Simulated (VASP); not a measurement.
Wanted: the native input for a VASP 6.6.1 run.

| Quantity | Value |
| --- | --- |
| Task | single point |
| Functional | PBE |
| Potentials or basis | VASP PAW PBE potentials, release 64 (Mg, Cd, S) |
| Cutoff | 520 eV |
| k mesh | 6 × 6 × 6 |
| Occupations | gaussian, width 0.1 eV |
| Spin | no spin polarisation |
| Dipole correction | no |
| Further INCAR settings | ALGO = Normal; EDIFF = 1e-06; NBANDS = 24 |

The structure of Mg3CdS2 lies in POSCAR:

```
Mg3CdS2
1.0
    2.8552751900      1.6484939000      4.7340739400
   -2.8552751900      1.6484939000      4.7340739400
    0.0000000000     -3.2969878000      4.7340739400
Mg Cd S
3 1 2
Direct
    0.0000000000      0.5000000000      0.5000000000
    0.5000000000      0.0000000000      0.5000000000
    0.5000000000      0.5000000000      0.0000000000
    0.5000000000      0.5000000000      0.5000000000
    0.8774220300      0.8774220300      0.8774220300
    0.1225779700      0.1225779700      0.1225779700
```

The cell was built from a structure type or drawn by symmetry, and may not be a known phase.

The input as run:

INCAR

```
PREC = Accurate ; ENCUT = 520
EDIFF = 1E-6 ; ISMEAR = 0
SIGMA = 0.1 ; LREAL = F
LASPH = T ; NELM = 100
ALGO = Normal ; ISIF = 2
LWAVE = F ; LCHARG = F
GGA = PE ; NBANDS = 24
```

KPOINTS

```
regular mesh
0
Gamma
  6 6 6
```

Potentials or basis: VASP PAW PBE potentials, release 64 (Mg, Cd, S).

Command:

```console
$ cat potpaw_PBE.64/Mg/POTCAR potpaw_PBE.64/Cd/POTCAR potpaw_PBE.64/S/POTCAR > POTCAR
$ mpirun -np 1 vasp_std > vasp.out
```

Results of the run:

```yaml
Pressure: -3.1 GPa
Largest_force: 0.272 eV/Å
Band_gap_on_the_k_mesh: zero (bands 15 and 16 overlap by 0.04 eV)
```

Caveat: the cell stands under tension; semilocal functionals underestimate gaps, so a narrow gap can read as zero.

It took 77 s on 1 thread of AMD EPYC 9R45 96-Core Processor (Zen 5) (shared host), peak memory 0.35 GiB.
